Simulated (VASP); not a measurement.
A run of VASP 6.6.1:

Contents of INCAR:

```
ALGO     = Normal         # electronic algorithm
EDIFF    = 1E-6           # SCF threshold, eV
ENCUT    = 520            # plane-wave cutoff, eV
GGA      = PE             # functional
ISIF     = 2              # what is computed and relaxed
ISMEAR   = 0              # smearing method
LASPH    = T              # aspherical terms in the spheres
LCHARG   = F              # write CHGCAR
LREAL    = F              # projectors in reciprocal space
LWAVE    = F              # write WAVECAR
NBANDS   = 41             # bands
NELM     = 80             # most SCF steps
PREC     = Accurate       # precision mode
SIGMA    = 0.1            # smearing width, eV
```

File KPOINTS:

```
k-points
0
Gamma
  6 6 2
```

The input POSCAR:

```
MgCd3O4
1.0
    3.3076838000      0.0000000000      0.0000000000
    0.0000000000      3.3076838000      0.0000000000
    0.0000000000      0.0000000000      9.3304794000
Mg Cd O
1 3 4
Direct
    0.0000000000      0.0000000000      0.0000000000
    0.5000000000      0.5000000000      0.2433000000
    0.0000000000      0.0000000000      0.5000000000
    0.5000000000      0.5000000000      0.7567000000
    0.0000000000      0.0000000000      0.2322470000
    0.5000000000      0.5000000000      0.5000000000
    0.0000000000      0.0000000000      0.7677530000
    0.5000000000      0.5000000000      0.0000000000
```

Potentials or basis: VASP PAW PBE potentials, release 64 (Mg, Cd, O).

The run is started by

```sh
$ cat potpaw_PBE.64/Mg/POTCAR potpaw_PBE.64/Cd/POTCAR potpaw_PBE.64/O/POTCAR > POTCAR
$ mpirun -np 1 vasp_std > vasp.out
```

Hardware: 1 thread of Intel Xeon 6975P-C, with other jobs on the host.

Estimate the wall time of this run.

Run time: 2.2 min on 1 thread of Intel Xeon 6975P-C, with other jobs on the host, peak memory 0.26 GiB. Counts: scf iterations 15, k points 20.
